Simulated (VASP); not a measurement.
Write the native input for VASP 6.6.1 that does the following.

* Task: single point
* Functional: LDA
* Potentials or basis: VASP PAW LDA potentials, release 64 (Ca_sv, S)
* Cutoff: 500 eV
* k mesh: 6 × 6 × 6
* Occupations: gaussian, width 0.01 eV
* Spin: no spin polarisation
* Dipole correction: no
* Further INCAR settings: ALGO = Normal; EDIFF = 1e-06; NBANDS = 15

The structure of CaS (Oldhamite) lies in POSCAR:

```
CaS
1.0
    0.0000000000      2.7822163075      2.7822163075
    2.7822163075      0.0000000000      2.7822163075
    2.7822163075      2.7822163075      0.0000000000
Ca S
1 1
Direct
    0.0000000000      0.0000000000      0.0000000000
    0.5000000000      0.5000000000      0.5000000000
```

One way to write it, as run:

INCAR

```
ALGO = Normal
EDIFF = 1E-6
ENCUT = 500
GGA = CA
GGA_COMPAT = False
ISIF = 2
ISMEAR = 0
LASPH = True
LCHARG = False
LREAL = False
LWAVE = False
NBANDS = 15
NELM = 120
PREC = Accurate
SIGMA = 0.01
```

KPOINTS

```
k-points
0
Gamma
  6 6 6
```

Potentials or basis: VASP PAW LDA potentials, release 64 (Ca_sv, S).

Run with:

```console
$ cat potpaw_LDA.64/Ca_sv/POTCAR potpaw_LDA.64/S/POTCAR > POTCAR
$ mpirun -np 1 vasp_std > vasp.out
```

It gave:

The pressure is 0.3 GPa. The band gap on the k mesh is 1.96 eV, indirect (least direct gap 2.83 eV).

It took 21 s on 1 thread of Intel Xeon 8259CL, on a shared host, peak memory 0.15 GiB.
